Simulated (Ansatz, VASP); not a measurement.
## BP in VASP and in Ansatz

File INCAR:

```
SYSTEM = BP
PREC     = Accurate       ! precision mode
ENCUT    = 500            ! plane-wave cutoff, eV
EDIFF    = 1E-7           ! SCF threshold, eV
ISMEAR   = 0              ! smearing method
SIGMA    = 0.01           ! smearing width, eV
LREAL    = .False.        ! projectors in reciprocal space
LASPH    = .True.         ! aspherical terms in the spheres
NELM     = 120            ! most SCF steps
ALGO     = Normal         ! electronic algorithm
ISIF     = 3              ! what is computed and relaxed
LWAVE    = .False.        ! write WAVECAR
LCHARG   = .False.        ! write CHGCAR
GGA      = PS             ! functional
IBRION   = 2              ! ionic algorithm
NSW      = 100            ! ionic steps
EDIFFG   = -0.002         ! ionic threshold
GGA_COMPAT= .False.      
NELMIN   = 4
```

File KPOINTS:

```
regular mesh
0
Gamma
  8 8 8
  0 0 0
```

POSCAR

```
BP
1.0
    0.0000000000      2.2690000000      2.2690000000
    2.2690000000      0.0000000000      2.2690000000
    2.2690000000      2.2690000000      0.0000000000
B P
1 1
Direct
    0.0000000000      0.0000000000      0.0000000000
    0.7500000000      0.7500000000      0.7500000000
```

Input for Ansatz:

```yaml
crystal:
  lattice:
    - [0.0, 2.269, 2.269]
    - [2.269, 0.0, 2.269]
    - [2.269, 2.269, 0.0]
  atoms:
    - { symbol: B, position: [0.0, 0.0, 0.0] }
    - { symbol: P, position: [0.75, 0.75, 0.75] }
kpoints:
  mp_grid: { grid: [8, 8, 8] }
scf:
  occupations: { method: fixed }
  n_extra_bands: 4
hamiltonian:
  xc: pbesol
  pseudopotentials: { kind: paw }
relax:
  f_tol: 0.002
  max_steps: 80
  cell: {}
output:
  forces: true
  stress: true
  write_density: true
  write_potential: true
  elf: true
  volumetric_format: npy
```

Alike in both runs: task relaxation of cell and atoms; functional PBEsol; k mesh 8 × 8 × 8; no spin polarisation.

|  | VASP | Ansatz |
| --- | --- | --- |
| version | VASP 6.6.1 | Ansatz 0.2.0 |
| potentials or method | VASP PAW PBE potentials, release 64 (B, P) | PAW with Ansatz's default frozen-core files, scalar-relativistic |
| plane-wave cutoff (eV) | 500 | 420 |
| occupations | gaussian, width 0.01 eV | fixed |
| valence electrons in the cell | 8 | 8 |

VASP gave:

```
gap on the k mesh at the Fermi level, each at its own relaxed structure (eV) : 1.15
relaxed volume (Å³/atom)                                                     : 11.55
relaxed cell length with the largest relative difference (Å)                 : 3.197
```

**Question.** What did Ansatz give for the same quantities?

**Answer.** gap on the k mesh at the Fermi level, each at its own relaxed structure (eV): 1.15; relaxed volume (Å³/atom): 11.55; relaxed cell length with the largest relative difference (Å): 3.196.

VASP's potentials were made for PBE, not for PBEsol.
